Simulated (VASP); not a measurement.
# BiS (P6/mmm) in VASP: a series of runs, part 2 of 2

VASP 6.6.1.

**4. Relaxation of cell and atoms, PBE**

This run uses another cell than the first one, of 29.32 Å³/atom.

File INCAR:

```
  ALGO = Normal
  EDIFF = 1E-6
  EDIFFG = -0.01
  ENCUT = 600
  GGA = PE
  IBRION = 2
  ISIF = 3
  ISMEAR = 0
  LASPH = T
  LCHARG = F
  LREAL = F
  LWAVE = F
  NELM = 80
  NSW = 100
  PREC = Accurate
  SIGMA = 0.1
```

File KPOINTS:

```
k-points
0
Gamma
  18 18 12
```

File POSCAR:

```
BiS
1.0
    3.6468632588      0.0000000000      0.0000000000
   -1.8234316294      3.1582762263      0.0000000000
    0.0000000000      0.0000000000      5.0906398025
Bi S
1 1
Direct
    0.0000000000      0.0000000000      0.0000000000
    0.0000000000      0.0000000000      0.5000000000
```

Potentials or basis: VASP PAW PBE potentials, release 64 (Bi_d, S).

The run is started by

```sh
cat potpaw_PBE.64/Bi_d/POTCAR potpaw_PBE.64/S/POTCAR > POTCAR
mpirun -np 1 vasp_std > vasp.out
```

OUTCAR:

```text
EDIFF = 1E-6
   EDIFFG = -0.01
   ENCUT = 600
   GGA = PE
   IBRION = 2
   ISIF = 3
   ISMEAR = 0
   LASPH = T
   LREAL = F
   NELM = 80
   NSW = 100
   PREC = Accurate

 ion  position               nearest neighbor table
   1  0.000  0.000  0.000-   2 2.55   2 2.55
   2  0.000  0.000  0.500-   1 2.55   1 2.55

  LATTYP: Found a hexagonal cell.
 ALAT       =     3.6468632588
 C/A-ratio  =     1.3958954425

  Lattice vectors:

 A1 = (   3.6468632588,   0.0000000000,   0.0000000000)
 A2 = (  -1.8234316294,   3.1582762263,   0.0000000000)
 A3 = (   0.0000000000,   0.0000000000,   5.0906398025)

Analysis of symmetry for initial positions (statically):
=====================================================================
 Subroutine PRICEL returns:
 Original cell was already a primitive cell.

 Routine SETGRP: Setting up the symmetry group for a
 hexagonal supercell.
[... 697 lines left out ...]

------------------------ aborting loop because EDIFF is reached ----------------------------------------
[... 67 lines left out ...]
--------------------------------------- Ionic step       12  -------------------------------------------

 number of electron      20.9999996 magnetization

 Free energy of the ion-electron system (eV)
  ---------------------------------------------------
  ext. energy  EPLUGINS =         0.00000000
  ---------------------------------------------------
  free energy    TOTEN  =        -7.28150440 eV

  energy without entropy =       -7.27333320  energy(sigma->0) =       -7.27741880

 E-fermi :   5.2736     XC(G=0):  -9.6605

 val. band max:        5.2726501562   @ k =   0.3889   0.0000   0.5000
 cond. band min:       5.2825428474   @ k =   0.2778   0.0000   0.1667
 fundamental gap:      0.0098926912
 Fermi energy:         5.2735626089

 k-point     1 :       0.0000    0.0000    0.0000
  band No.  band energies     occupation
      1     -17.6745      2.00000
      2     -17.6376      2.00000
      3     -17.6376      2.00000
      4     -17.5225      2.00000
      5     -17.5225      2.00000
      6      -8.3855      2.00000
      7      -5.0961      2.00000
      8      -0.0860      2.00000
      9       5.8479      0.00000
     10       5.8479      0.00000
     11       9.8711      0.00000
     12      11.1160      0.00000
     13      11.1160      0.00000
     14      12.1817      0.00000
[... 420 lines left out ...]
  FREE ENERGIE OF THE ION-ELECTRON SYSTEM (eV)
  ---------------------------------------------------
  free  energy   TOTEN  =        -7.2815044032 eV

  energy  without entropy=       -7.2733331950  energy(sigma->0) =       -7.27741880

 reached required accuracy - stopping structural energy minimisation
```

CONTCAR:

```text
BiS
   1.00000000000000
     3.4239913038867344    0.0000000000000000    0.0000000000000000
    -1.7119956519433672    2.9652634515447138   -0.0000000000000000
    -0.0000000000000000   -0.0000000000000000    5.4297937234936438
  Bi              S
     1     1
Direct
     0.0000000000000000    0.0000000000000000    0.0000000000000000
     0.0000000000000000    0.0000000000000000    0.5000000000000000

  0.00000000E+00  0.00000000E+00  0.00000000E+00
  0.00000000E+00  0.00000000E+00  0.00000000E+00
```

It took 27 min on 1 thread of Intel Xeon Platinum 8259CL at 2.50GHz (Skylake/Cascade Lake), shared host; peak memory 0.42 GiB.

Results:

| Property | Result |
| --- | --- |
| Free energy | -7.2815 eV |
| Relaxed volume | 27.56 Å³/atom |
| Relaxed cell | a = 3.424 Å, b = 3.424 Å, c = 5.430 Å, α = 90.00°, β = 90.00°, γ = 120.00° |
| Space group after relaxing (to 0.1 Å) | P6/mmm (No. 191) |
| Energy gained by relaxing | 60.5 meV/atom |
| Ionic steps | 12 |
| Pressure after relaxing | 0.0 GPa |
| Band gap on the k mesh | zero (an odd number of electrons rules out a gap without spin polarisation) |

Step by step:
```tsv
step	energy change (eV)	largest force (eV/Å)	pressure (GPa)	volume (Å³)
1	0.0000	0.0000	1.95	58.63
2	-0.0457	0.0000	-3.02	61.62
3	-0.0551	0.0000	-1.87	60.68
4	-0.0553	0.0000	-1.76	60.58
5	-0.0894	0.0000	-1.31	58.59
6	-0.0889	0.0000	1.39	52.69
7	-0.1176	0.0000	-0.50	56.15
8	-0.1205	0.0000	0.00	54.93
9	-0.1208	0.0000	-0.19	55.30
10	-0.1208	0.0000	-0.15	55.19
11	-0.1207	0.0000	0.14	55.01
12	-0.1209	0.0000	-0.01	55.13
```

Final structure:
```
Bi S
1.0
     3.42399    0.00000    0.00000
    -1.71200    2.96526    0.00000
     0.00000    0.00000    5.42979
Bi S
1 1
Direct
  0.00000 0.00000 0.00000
  0.00000 0.00000 0.50000
```

Levels at points of the mesh, in eV from the Fermi level:
| k point | band 7 | band 8 | band 9 | band 10 | band 11 | band 12 | band 13 | band 14 |
| --- | --- | --- | --- | --- | --- | --- | --- | --- |
| (0.00, 0.00, 0.00) | -10.37 | -5.36 | 0.57 | 0.57 | 4.60 | 5.84 | 5.84 | 6.91 |
| (0.50, 0.00, 0.00) | -8.53 | -4.73 | -4.00 | -1.79 | -0.45 | 3.16 | 4.48 | 5.98 |
| (0.00, 0.00, 0.50) | -12.47 | -1.26 | -0.26 | 0.78 | 0.78 | 5.10 | 5.10 | 7.30 |
| (0.50, 0.00, 0.50) | -10.19 | -4.01 | -3.11 | -0.24 | -0.09 | 1.97 | 2.33 | 7.10 |

Caveat: spin-orbit coupling is left out, which moves the levels of the heavy elements.

**5. Summary**

| task | cell | k mesh | cutoff (eV) | gap on the mesh (eV) | pressure (GPa) | relaxed volume (Å³/atom) |
| --- | --- | --- | --- | --- | --- | --- |
| relaxation of cell and atoms | relaxed from a = 4.985, b = 4.985, c = 5.092 Å, angles 90.0, 90.0, 120.0°, 2 atoms | 6 × 6 × 4 | 600 | none | -0.1 | 27.86 |
| single point | a = 3.424, b = 3.424, c = 5.430 Å, angles 90.0, 90.0, 120.0°, 2 atoms | 18 × 18 × 12 | 520 | none | -0.1 | - |
| relaxation of cell and atoms | relaxed from a = 3.647, b = 3.647, c = 5.091 Å, angles 90.0, 90.0, 120.0°, 2 atoms | 18 × 18 × 12 | 600 | none | 0.0 | 27.56 |

Alike in all rows: level PBE; potentials or basis VASP PAW PBE potentials, release 64 (Bi_d, S); no spin polarisation; smearing gaussian 0.1 eV.

Caveats: spin-orbit coupling is left out, which moves the levels of the heavy elements; the volume moved by over 15 % at a fixed basis, so the end points are rough (at least some runs).

Total energies depend on the potentials used, so only differences within one code and one set of settings carry meaning.
